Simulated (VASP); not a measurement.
# AlNi3 (Fm-3m) in VASP: further runs, part 2 of 2

VASP 6.6.1. The steps go on from the part before.

### 4 Single point, r2SCAN, collinear spin, ferromagnetic start

This run uses another cell than the first one, of 11.66 Å³/atom, 1.039 times its volume.

Contents of POSCAR:

```
AlNi3
1.0
    0.0000000000      2.8568417017      2.8568417017
    2.8568417017      0.0000000000      2.8568417017
    2.8568417017      2.8568417017      0.0000000000
Ni Al
3 1
Direct
    0.7500000000      0.7500000000      0.7500000000
    0.0000000000      0.0000000000      0.0000000000
    0.2500000000      0.2500000000      0.2500000000
    0.5000000000      0.5000000000      0.5000000000
```

Contents of INCAR.step1:

```
SYSTEM = AlNi3
PREC = Accurate ; ENCUT = 520
ISMEAR = -1 ; SIGMA = 0.05
LREAL = .FALSE. ; LASPH = .TRUE.
NELM = 150 ; ISPIN = 2
MAGMOM = 1 1 1 0 ; LMAXMIX = 4
NBANDS = 28 ; GGA = PE
ALGO = Normal ; EDIFF = 1E-4
LWAVE = .TRUE. ; LCHARG = .FALSE.
```

Contents of INCAR.step2:

```
SYSTEM = AlNi3
PREC = Accurate ; ENCUT = 520
EDIFF = 1E-6 ; ISMEAR = -1
SIGMA = 0.05 ; LREAL = .FALSE.
LASPH = .TRUE. ; NELM = 150
ALGO = Normal ; ISIF = 2
LWAVE = .FALSE. ; LCHARG = .FALSE.
ISPIN = 2 ; MAGMOM = 1 1 1 0
LORBIT = 11 ; LMAXMIX = 4
METAGGA = R2SCAN ; LMIXTAU = .TRUE.
NBANDS = 28 ; ISTART = 1
```

Contents of KPOINTS:

```
Automatic mesh
0
G
  8 8 8
  0 0 0
```

Potentials or basis: VASP PAW PBE potentials, release 64 (Ni, Al).

Command:

```console
cat potpaw_PBE.64/Ni/POTCAR potpaw_PBE.64/Al/POTCAR > POTCAR
cp INCAR.step1 INCAR
mpirun -np 1 vasp_std > vasp.out
cp INCAR.step2 INCAR
mpirun -np 1 vasp_std > vasp.out
```

OUTCAR:

```text
SYSTEM = AlNi3
   PREC = Accurate
   ENCUT = 520
   EDIFF = 1E-6
   ISMEAR = -1
   LREAL = .FALSE.
   LASPH = .TRUE.
   NELM = 150
   ISIF = 2
   ISPIN = 2
   LORBIT = 11
   METAGGA = R2SCAN
   ISTART = 1

 ion  position               nearest neighbor table
   1  0.750  0.750  0.750-   4 2.47   4 2.47   4 2.47   2 2.47   2 2.47   2 2.47   4 2.47   2 2.47
                             3 2.86   3 2.86   3 2.86   3 2.86   3 2.86   3 2.86
   2  0.000  0.000  0.000-   1 2.47   1 2.47   1 2.47   3 2.47   3 2.47   3 2.47   3 2.47   1 2.47
                             4 2.86   4 2.86   4 2.86   4 2.86   4 2.86   4 2.86
   3  0.250  0.250  0.250-   2 2.47   2 2.47   2 2.47   4 2.47   4 2.47   4 2.47   4 2.47   2 2.47
                             1 2.86   1 2.86   1 2.86   1 2.86   1 2.86   1 2.86
[... 1724 lines left out ...]

 POSITION                                       TOTAL-FORCE (eV/Angst)
 -----------------------------------------------------------------------------------
      4.28526      4.28526      4.28526         0.000000      0.000000     -0.000000
      0.00000      0.00000      0.00000        -0.000000     -0.000000     -0.000000
      1.42842      1.42842      1.42842         0.000000     -0.000000      0.000000
      2.85684      2.85684      2.85684        -0.000000     -0.000000     -0.000000
 -----------------------------------------------------------------------------------
    total drift:                                0.000000     -0.000000      0.000000

  FREE ENERGIE OF THE ION-ELECTRON SYSTEM (eV)
  ---------------------------------------------------
  free  energy   TOTEN  =       -43.9697921816 eV

  energy  without entropy=      -43.9499683660  energy(sigma->0) =      -43.95988027

 total charge

# of ion       s       p       d       tot
------------------------------------------
    1        0.471   0.498   8.427   9.396
    2        0.473   0.469   8.393   9.336
    3        0.471   0.498   8.427   9.396
    4        0.398   0.404   0.000   0.801
--------------------------------------------------
tot          1.813   1.868  25.248  28.929

 magnetization (x)

# of ion       s       p       d       tot
------------------------------------------
    1       -0.000  -0.000  -0.000  -0.000
    2        0.000  -0.000   0.000   0.000
    3       -0.000  -0.000  -0.000  -0.000
    4        0.000  -0.000   0.000  -0.000
--------------------------------------------------
tot         -0.000  -0.000   0.000   0.000
```

OUTCAR.step1:

```text
SYSTEM = AlNi3
   PREC = Accurate
   ENCUT = 520
   ISMEAR = -1
   LREAL = .FALSE.
   LASPH = .TRUE.
[... 1742 lines left out ...]
      0.00000      0.00000      0.00000         0.000000      0.000000     -0.000000
      1.42842      1.42842      1.42842        -0.000000     -0.000000     -0.000000
      2.85684      2.85684      2.85684         0.000000      0.000000     -0.000000
 -----------------------------------------------------------------------------------
    total drift:                                0.000000     -0.000000      0.000000

  FREE ENERGIE OF THE ION-ELECTRON SYSTEM (eV)
  ---------------------------------------------------
  free  energy   TOTEN  =       -21.6950456460 eV

  energy  without entropy=      -21.6739601125  energy(sigma->0) =      -21.68450288
```

OSZICAR.step1:

```text
N       E                     dE             d eps       ncg     rms          rms(c)
DAV:   1     0.196661112060E+03    0.19666E+03   -0.14176E+04  3288   0.152E+03
DAV:   2    -0.127983371049E+02   -0.20946E+03   -0.19431E+03  3264   0.293E+02
DAV:   3    -0.247753647371E+02   -0.11977E+02   -0.11250E+02  3596   0.878E+01
DAV:   4    -0.249912745082E+02   -0.21591E+00   -0.21551E+00  3780   0.111E+01
DAV:   5    -0.249989799404E+02   -0.77054E-02   -0.77046E-02  3776   0.185E+00    0.181E+01
DAV:   6    -0.254368562319E+02   -0.43788E+00   -0.26977E+01  3732   0.908E+01    0.192E+01
DAV:   7    -0.217900312781E+02    0.36468E+01   -0.93540E+00  3936   0.568E+01    0.572E+00
DAV:   8    -0.220079094935E+02   -0.21788E+00   -0.12291E+00  3848   0.330E+01    0.691E+00
DAV:   9    -0.217057356498E+02    0.30217E+00   -0.22829E-01  4344   0.180E+01    0.153E+00
DAV:  10    -0.216967028621E+02    0.90328E-02   -0.62736E-02  4784   0.333E+00    0.578E-01
DAV:  11    -0.216951555559E+02    0.15473E-02   -0.73573E-03  4228   0.102E+00    0.237E-01
DAV:  12    -0.216950498513E+02    0.10570E-03   -0.90307E-04  3960   0.643E-01    0.919E-02
DAV:  13    -0.216950456460E+02    0.42052E-05   -0.15007E-04  2552   0.219E-01
   1 F= -.21695046E+02 E0= -.21684503E+02  d E =-.210855E-01  mag=     0.0033
```

It took 6.6 min on 1 thread of AMD EPYC 9R45 (Zen 5), shared host; peak memory 0.2 GiB.

What came out:

```
Free energy                                           : -43.9698 eV
Pressure                                              : -10.0 GPa
Net moment                                            : 0.00 μB per cell
Valence electrons inside the program's atomic spheres : Ni 9.40, 9.34; Al 0.80
```

Caveat: the PAW data sets were made with another functional, which shifts forces and pressure a little.

### 5 Summary

```tsv
cell	gap on the mesh (eV)	pressure (GPa)	moment (μB)
a = 3.989 Å, angles 60.0°, 4 atoms	none	-3.6	0.00
a = 4.015 Å, angles 60.0°, 4 atoms	none	-7.1	0.00
a = 4.040 Å, angles 60.0°, 4 atoms	none	-10.0	0.00
```

Alike in all rows: task single point; level r2SCAN; potentials or basis VASP PAW PBE potentials, release 64 (Ni, Al); spin collinear, ferromagnetic start; k mesh 8 × 8 × 8; cutoff (eV) 520; smearing fermi-dirac 0.05 eV.

Caveats: the PAW data sets were made with another functional, which shifts forces and pressure a little.

Total energies depend on the potentials used, so only differences within one code and one set of settings carry meaning.
